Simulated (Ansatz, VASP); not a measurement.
**One calculation of Ru2Rh, two programs**

File INCAR:

```
SYSTEM = Ru2Rh
ALGO     = Fast           ! electronic algorithm
EDIFF    = 1E-7           ! SCF threshold, eV
ENCUT    = 520            ! plane-wave cutoff, eV
GGA      = PE             ! functional
ISIF     = 2              ! what is computed and relaxed
ISMEAR   = 0              ! smearing method
LASPH    = .TRUE.         ! aspherical terms in the spheres
LCHARG   = .FALSE.        ! write CHGCAR
LREAL    = .FALSE.        ! projectors in reciprocal space
LWAVE    = .FALSE.        ! write WAVECAR
NBANDS   = 52             ! bands
NELM     = 100            ! most SCF steps
PREC     = Accurate       ! precision mode
SIGMA    = 0.1            ! smearing width, eV
```

File KPOINTS:

```
k-points
0
G
  18 18 4
  0 0 0
```

File POSCAR:

```
Ru2Rh
1.0
    2.7241359042      0.0000000289      0.0000000000
   -1.3620679771      2.3591708819      0.0000000000
    0.0000000000      0.0000000000     12.9442816000
Ru Rh
4 2
Direct
    0.3333333333      0.6666666667      0.5806400000
    0.6666666667      0.3333333333      0.0806400000
    0.3333333333      0.6666666667      0.9193600000
    0.6666666667      0.3333333333      0.4193600000
    0.3333333333      0.6666666667      0.2500000000
    0.6666666667      0.3333333333      0.7500000000
```

Input for Ansatz:

```yaml
crystal:
  lattice:
    - [2.7241359042, 2.89e-08, 0.0]
    - [-1.3620679771, 2.3591708819, 0.0]
    - [0.0, 0.0, 12.9442816]
  atoms:
    - { symbol: Ru, position: [0.3333333333, 0.6666666667, 0.58064] }
    - { symbol: Ru, position: [0.6666666667, 0.3333333333, 0.08064] }
    - { symbol: Ru, position: [0.3333333333, 0.6666666667, 0.91936] }
    - { symbol: Ru, position: [0.6666666667, 0.3333333333, 0.41936] }
    - { symbol: Rh, position: [0.3333333333, 0.6666666667, 0.25] }
    - { symbol: Rh, position: [0.6666666667, 0.3333333333, 0.75] }
basis:
  ecutwfc: 420
kpoints:
  mp_grid: { grid: [18, 18, 4] }
  band_path:
    path:
      - [[0.0, 0.0, 0.0], [0.5, 0.0, 0.0], [0.33333333, 0.33333333, 0.0], [0.0, 0.0, 0.0], [0.0, 0.0, 0.5], [0.5, 0.0, 0.5], [0.33333333, 0.33333333, 0.5], [0.0, 0.0, 0.5]]
      - [[0.5, 0.0, 0.5], [0.5, 0.0, 0.0]]
      - [[0.33333333, 0.33333333, 0.5], [0.33333333, 0.33333333, 0.0]]
    npoints: 14
hamiltonian:
  xc: pbe
scf:
  occupations: { method: gaussian, width: 0.1 }
  n_extra_bands: 15
output:
  forces: true
  stress: true
  eigenvalues: true
  populations: true
  dos: { projected: true, de: 0.02, nscf_kmesh: { grid: [22, 22, 5] } }
  bader: true
  write_density: true
  write_potential: true
  elf: true
  volumetric_format: npy
```

Alike in both runs: task single point; functional PBE; k mesh 18 × 18 × 4; occupations gaussian, width 0.1 eV; no spin polarisation.

```csv
,VASP,Ansatz
version,VASP 6.6.1,Ansatz 0.2.0
potentials or method,"VASP PAW PBE potentials, release 64 (Ru_pv, Rh_pv), cutoff 520 eV","scalar-relativistic, plane waves, PAW"
valence electrons in the cell,86,98
```

```csv
,VASP,Ansatz,Ansatz less VASP
gap on the k mesh at the Fermi level (eV),none,none,-
pressure (GPa),0.0,0.0,+0.04
```

A gap of «none» marks a metal or a gap that the smearing closes. VASP's potentials hold 86 valence electrons a cell and Ansatz's 98, so a difference there can come from the potentials and not from the codes.
